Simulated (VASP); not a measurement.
# AlGa2Sb3 (P6_3mc) in VASP: single point with PBE

Aim: the single point of AlGa2Sb3 with PBE.

Everything below comes from runs of VASP 6.6.1. Logs are shortened: lines on timing, memory, paths and dates and some standing lists are left out, and cuts for length are marked.

## (1) The cell of the first run

Symmetry: P6_3mc, No. 186, hexagonal system. Conventional cell: a = 4.383 Å, b = 4.383 Å, c = 21.665 Å, α = 90.00°, β = 90.00°, γ = 120.00°. Al (site symmetry 3m) has 4 Sb at 2.69 to 2.71 Å within 3.5 Å. Ga (site symmetry 3m) has 4 Sb at 2.69 to 2.70 Å within 3.5 Å. Within 3.5 Å of Ga (site symmetry 3m) lie 4 Sb at 2.69 to 2.70 Å. Sb (site symmetry 3m) has 3 Al at 2.69 Å and 1 Ga at 2.70 Å within 3.5 Å. Sb (site symmetry 3m) has 4 Ga at 2.69 to 2.70 Å within 3.5 Å. Within 3.5 Å of Sb (site symmetry 3m) lie 3 Ga at 2.69 Å and 1 Al at 2.71 Å.

## (2) Single point, PBE

File POSCAR:

```
AlGa2Sb3
1.0
    4.3826486942     -0.0000000289      0.0000000000
   -2.1913243221      3.7954851195      0.0000000000
    0.0000000000      0.0000000000     21.6654728000
Al Ga Sb
2 4 6
Direct
    0.6666666667      0.3333333333      0.8332010000
    0.3333333333      0.6666666667      0.3332010000
    0.6666666667      0.3333333333      0.1667670000
    0.6666666667      0.3333333333      0.5003720000
    0.3333333333      0.6666666667      0.0003720000
    0.3333333333      0.6666666667      0.6667670000
    0.6666666667      0.3333333333      0.2914130000
    0.6666666667      0.3333333333      0.6249240000
    0.6666666667      0.3333333333      0.9582240000
    0.3333333333      0.6666666667      0.1249240000
    0.3333333333      0.6666666667      0.4582240000
    0.3333333333      0.6666666667      0.7914130000
```

File INCAR.step1:

```
PREC = Accurate
ENCUT = 520
EDIFF = 1E-7
ISMEAR = 0
SIGMA = 0.1
LREAL = F
LASPH = T
NELM = 60
ALGO = Normal
ISIF = 2
LWAVE = F
LCHARG = T
GGA = PE
NBANDS = 56
```

File KPOINTS.step1:

```
Automatic mesh
0
Gamma
  12 12 2
```

File INCAR.step2:

```
PREC = Accurate
ENCUT = 520
EDIFF = 1E-7
ISMEAR = -5
SIGMA = 0.1
LREAL = F
LASPH = T
NELM = 60
ALGO = Normal
ISIF = 2
LWAVE = F
LCHARG = F
GGA = PE
LORBIT = 11
NBANDS = 56
NEDOS = 2001
ICHARG = 11
```

File KPOINTS.step2:

```
Automatic mesh
0
Gamma
  18 18 3
```

Potentials or basis: VASP PAW PBE potentials, release 64 (Al, Ga_d, Sb).

Launch:

```bash
> cat potpaw_PBE.64/Al/POTCAR potpaw_PBE.64/Ga_d/POTCAR potpaw_PBE.64/Sb/POTCAR > POTCAR
> cp INCAR.step1 INCAR
> cp KPOINTS.step1 KPOINTS
> mpirun -np 1 vasp_std > vasp.out
> cp INCAR.step2 INCAR
> cp KPOINTS.step2 KPOINTS
> mpirun -np 1 vasp_std > vasp.out
```

OUTCAR:

```text
PREC = Accurate
   ENCUT = 520
   EDIFF = 1E-7
   ISMEAR = -5
   LREAL = F
   LASPH = T
   NELM = 60
   ISIF = 2
   GGA = PE
   LORBIT = 11
   ICHARG = 11

 ion  position               nearest neighbor table
   1  0.667  0.333  0.833-  12 2.69  12 2.69  12 2.69   9 2.71
   2  0.333  0.667  0.333-   7 2.69   7 2.69   7 2.69  11 2.71
   3  0.667  0.333  0.167-  10 2.69  10 2.69  10 2.69   7 2.70
   4  0.667  0.333  0.500-  11 2.69  11 2.69  11 2.69   8 2.70
   5  0.333  0.667  0.000-   9 2.69   9 2.69   9 2.69  10 2.70
   6  0.333  0.667  0.667-   8 2.69   8 2.69   8 2.69  12 2.70
   7  0.667  0.333  0.291-   2 2.69   2 2.69   2 2.69   3 2.70
   8  0.667  0.333  0.625-   6 2.69   6 2.69   6 2.69   4 2.70
   9  0.667  0.333  0.958-   5 2.69   5 2.69   5 2.69   1 2.71
  10  0.333  0.667  0.125-   3 2.69   3 2.69   3 2.69   5 2.70
  11  0.333  0.667  0.458-   4 2.69   4 2.69   4 2.69   2 2.71
  12  0.333  0.667  0.791-   1 2.69   1 2.69   1 2.69   6 2.70

  LATTYP: Found a hexagonal cell.
 ALAT       =     4.3826486942
 C/A-ratio  =     4.9434655414

  Lattice vectors:

 A1 = (   4.3826486942,  -0.0000000289,   0.0000000000)
 A2 = (  -2.1913243221,   3.7954851195,   0.0000000000)
 A3 = (   0.0000000000,   0.0000000000,  21.6654728000)

Analysis of symmetry for initial positions (statically):
=====================================================================
 Subroutine PRICEL returns:
 Original cell was already a primitive cell.

 Routine SETGRP: Setting up the symmetry group for a
 hexagonal supercell.

 Subroutine GETGRP returns: Found 12 space group operations
 (whereof  6 operations were pure point group operations)
 out of a pool of 24 trial point group operations.

The static configuration has the point symmetry C_3v.
 The point group associated with its full space group is C_6v.

Analysis of symmetry for dynamics (positions and initial velocities):
=====================================================================
 Subroutine PRICEL returns:
 Original cell was already a primitive cell.

 Routine SETGRP: Setting up the symmetry group for a
 hexagonal supercell.

 Subroutine GETGRP returns: Found 12 space group operations
 (whereof  6 operations were pure point group operations)
 out of a pool of 24 trial point group operations.

The dynamic configuration has the point symmetry C_3v.
 The point group associated with its full space group is C_6v.

 Subroutine INISYM returns: Found 12 space group operations
 (whereof  6 operations are pure point group operations),
 and found     1 'primitive' translations

----------------------------------------------------------------------------------------

                                     Primitive cell

  volume of cell :     360.3895

  direct lattice vectors                    reciprocal lattice vectors
     4.382648694 -0.000000029  0.000000000     0.228172522  0.131735465  0.000000000
    -2.191324322  3.795485119  0.000000000     0.000000002  0.263470933  0.000000000
     0.000000000  0.000000000 21.665472800     0.000000000  0.000000000  0.046156389

  length of vectors
     4.382648694  4.382648694 21.665472800     0.263470933  0.263470933  0.046156389

  position of ions in fractional coordinates (direct lattice)
     0.666666667  0.333333333  0.833201000
     0.333333333  0.666666667  0.333201000
     0.666666667  0.333333333  0.166767000
     0.666666667  0.333333333  0.500372000
     0.333333333  0.666666667  0.000372000
     0.333333333  0.666666667  0.666767000
     0.666666667  0.333333333  0.291413000
     0.666666667  0.333333333  0.624924000
     0.666666667  0.333333333  0.958224000
     0.333333333  0.666666667  0.124924000
     0.333333333  0.666666667  0.458224000
     0.333333333  0.666666667  0.791413000

  ion indices of the primitive-cell ions
   primitive index   ion index
                 1           1
                 2           2
                 3           3
                 4           4
                 5           5
                 6           6
                 7           7
                 8           8
[... 29 lines left out ...]
 ===========================================

 Found     74 irreducible k-points:

 Following reciprocal coordinates:
            Coordinates               Weight
  0.000000  0.000000  0.000000      1.000000
  0.055556  0.000000  0.000000      6.000000
  0.111111  0.000000  0.000000      6.000000
  0.166667  0.000000  0.000000      6.000000
  0.222222  0.000000  0.000000      6.000000
  0.277778  0.000000  0.000000      6.000000
[... 16 lines left out ...]
  0.333333  0.111111  0.000000     12.000000
  0.388889  0.111111  0.000000     12.000000
 [... further k-points ...]
   k-points           NKPTS =     74   k-points in BZ     NKDIM =     74   number of bands    NBANDS=     56
   number of dos      NEDOS =   2001   number of ions     NIONS =     12
   total plane-waves  NPLWV = 209952
   dimension x,y,z NGX =    36 NGY =   36 NGZ =  162
   dimension x,y,z NGXF=    72 NGYF=   72 NGZF=  324
   ions per type =               2   4   6
   NGX,Y,Z   is equivalent  to a cutoff of  13.66, 13.66, 12.43 a.u.
   NGXF,Y,Z  is equivalent  to a cutoff of  27.31, 27.31, 24.86 a.u.
 SYSTEM =  unknown system
   PREC   = accura    normal or accurate (medium, high low for compatibility)
   ISTART =      0    job   : 0-new  1-cont  2-samecut
   ICHARG =     11    charge: 1-file 2-atom 10-const
   ISPIN  =      1    spin polarized calculation?
   LNONCOLLINEAR =      F non collinear calculations
   LSORBIT =      F    spin-orbit coupling
   LASPH  =      T    aspherical Exc in radial PAW
   ENCUT  =  520.0 eV  38.22 Ry    6.18 a.u.   8.15  8.15 40.28*2*pi/ulx,y,z
   NELM   =     60;   NELMIN=  2; NELMDL=  0     # of ELM steps
   EDIFF  = 0.1E-06   stopping-criterion for ELM
   LREAL  =      F    real-space projection
   EDIFFG = 0.1E-05   stopping-criterion for IOM
   NSW    =      0    number of steps for IOM
   IBRION =     -1    ionic relax: 0-MD 1-quasi-New 2-CG
   NFREE  =      0    steps in history (QN), initial steepest desc. (CG)
   ISIF   =      2    stress and relaxation
   ISYM   =      2    0-nonsym 1-usesym 2-fastsym
   POTIM  = 0.5000    time-step for ionic-motion
   TEBEG  =    0.0;   TEEND  =   0.0 temperature during run
   PSTRESS=    0.0 pullay stress
   NELECT =      88.0000    total number of electrons
   NUPDOWN=      -1.0000    fix difference up-down
   EMIN   =  10.00;   EMAX   =-10.00  energy-range for DOS
   EFERMI =   0.00;   METHOD = LEGACY
   ISMEAR =    -5;   SIGMA  =   0.10  broadening in eV -4-tet -1-fermi 0-gaus
   EFERMI_NEDOS =   21; number of points for ismear=-14 and -15
   IALGO  =     38    algorithm
   IMIX   =      4    mixing-type and parameters
     AMIX     =   0.40;   BMIX     =  1.00
     AMIX_MAG =   1.60;   BMIX_MAG =  1.00
  volume/ion in A,a.u.               =      30.03       202.67
  Fermi-wavevector in a.u.,A,eV,Ry     =   1.023242  1.933647 14.245628  1.047024
  Thomas-Fermi vector in A             =   2.156965
   LORBIT       =     11    0 simple, 1 ext, 2 COOP (PROOUT), +10 PAW based schemes
   GGA     = PE    functional components
   LHFCALC =     F    Hartree Fock is set to
   AEXX    =    0.0000 exact exchange contribution
   IVDW    =     0    specifies the selected vdW correction
   LEPSILON=     F    determine dielectric tensor
   LRPA    =     F    only Hartree local field effects (RPA)
 non-spin polarized calculation
 Fermi weights with tetrahedron method with Bloechl corrections
  energy-cutoff  :      520.00
  volume of cell :      360.39
 maximum number of plane-waves:      9732
 NGX is ok and might be reduce to    36

 number of electron      87.9999994 magnetization

 Free energy of the ion-electron system (eV)
  ---------------------------------------------------
  ext. energy  EPLUGINS =         0.00000000
  ---------------------------------------------------
  free energy    TOTEN  =       -45.77072162 eV

  energy without entropy =      -45.77072162  energy(sigma->0) =      -45.77072162

 E-fermi :   4.5172     XC(G=0):  -8.7487

 val. band max:        4.5134803461   @ k =   0.0000   0.0000   0.0000
 cond. band min:       4.5514552162   @ k =   0.0000   0.0000   0.0000
 fundamental gap:      0.0379748701
 Fermi energy:         4.5172117023

 k-point     1 :       0.0000    0.0000    0.0000
  band No.  band energies     occupation
      1     -10.4665      2.00000
      2     -10.4665      2.00000
      3     -10.4540      2.00000
      4     -10.4539      2.00000
      5     -10.4478      2.00000
      6     -10.4478      2.00000
[... 1405 lines left out ...]
     55       7.7868      0.00000
     56       8.3504      0.00000

 [... further k-points ...]

------------------------ aborting loop because EDIFF is reached ----------------------------------------

  FORCE on cell =-STRESS in cart. coord.  units (eV):
  Direction    XX          YY          ZZ          XY          YZ          ZX
  --------------------------------------------------------------------------------------
  -------------------------------------------------------------------------------------
  Total        0.0487084      0.0487084      0.0709308     -0.0000000     -0.0000000      0.0000000
  in kB        0.2165421      0.2165421      0.3153360     -0.0000000     -0.0000000      0.0000000
  external PRESSURE =       0.2494734 kB  Pullay stress =       0.0000000 kB

 VOLUME and BASIS-vectors are now :
 -----------------------------------------------------------------------------
  energy-cutoff  :      520.00
  volume of cell :      360.39
      direct lattice vectors                 reciprocal lattice vectors
     4.382648694 -0.000000029  0.000000000     0.228172522  0.131735465  0.000000000
    -2.191324322  3.795485119  0.000000000     0.000000002  0.263470933  0.000000000
     0.000000000  0.000000000 21.665472800     0.000000000  0.000000000  0.046156389

 POSITION                                       TOTAL-FORCE (eV/Angst)
 -----------------------------------------------------------------------------------
      2.19132      1.26516     18.05169         0.000000      0.000000      0.004777
      0.00000      2.53032      7.21896         0.000000      0.000000      0.004777
      2.19132      1.26516      3.61309        -0.000000      0.000000     -0.004240
      2.19132      1.26516     10.84080         0.000000     -0.000000     -0.002672
      0.00000      2.53032      0.00806        -0.000000      0.000000     -0.002672
      0.00000      2.53032     14.44582        -0.000000     -0.000000     -0.004240
      2.19132      1.26516      6.31360         0.000000      0.000000     -0.007506
      2.19132      1.26516     13.53927         0.000000      0.000000      0.002749
      2.19132      1.26516     20.76038         0.000000      0.000000      0.006891
      0.00000      2.53032      2.70654         0.000000      0.000000      0.002749
      0.00000      2.53032      9.92764         0.000000      0.000000      0.006891
      0.00000      2.53032     17.14634         0.000000      0.000000     -0.007506
 -----------------------------------------------------------------------------------
    total drift:                               -0.000000     -0.000000     -0.000944

  FREE ENERGIE OF THE ION-ELECTRON SYSTEM (eV)
  ---------------------------------------------------
  free  energy   TOTEN  =       -45.7707216233 eV

  energy  without entropy=      -45.7707216233  energy(sigma->0) =      -45.77072162

 total charge

# of ion       s       p       d       tot
------------------------------------------
    1        0.419   0.345   0.000   0.764
    2        0.419   0.345   0.000   0.764
    3        0.908   0.720   9.958  11.587
    4        0.909   0.719   9.958  11.585
    5        0.909   0.719   9.958  11.585
    6        0.908   0.720   9.958  11.587
    7        1.116   1.375   0.023   2.514
    8        1.132   1.314   0.025   2.471
    9        1.127   1.331   0.024   2.482
   10        1.132   1.314   0.025   2.471
   11        1.127   1.331   0.024   2.482
   12        1.116   1.375   0.023   2.514
--------------------------------------------------
tot         11.222  11.608  39.976  62.806
```

Run time: 68 min. Hardware: 1 thread of Intel Xeon 8259CL, shared host; peak memory 1.3 GiB.

Results:

* Valence electrons inside the program's atomic spheres: Al 0.76; Ga 11.59; Sb 2.51, 2.47, 2.48 (each value once)

Levels at points of the mesh, in eV from the valence-band top:
| k point | band 41 | band 42 | band 43 | band 44 | band 45 | band 46 | band 47 | band 48 |
| --- | --- | --- | --- | --- | --- | --- | --- | --- |
| (0.00, 0.00, 0.00) | -0.30 | -0.22 | 0.00 | 0.00 | 0.04 | 0.28 | 0.44 | 1.06 |
| (0.50, 0.00, 0.00) | -1.60 | -1.55 | -1.50 | -1.11 | 0.53 | 0.80 | 1.03 | 1.10 |

Caveat: spin-orbit coupling is left out, which moves the levels of the heavy elements.
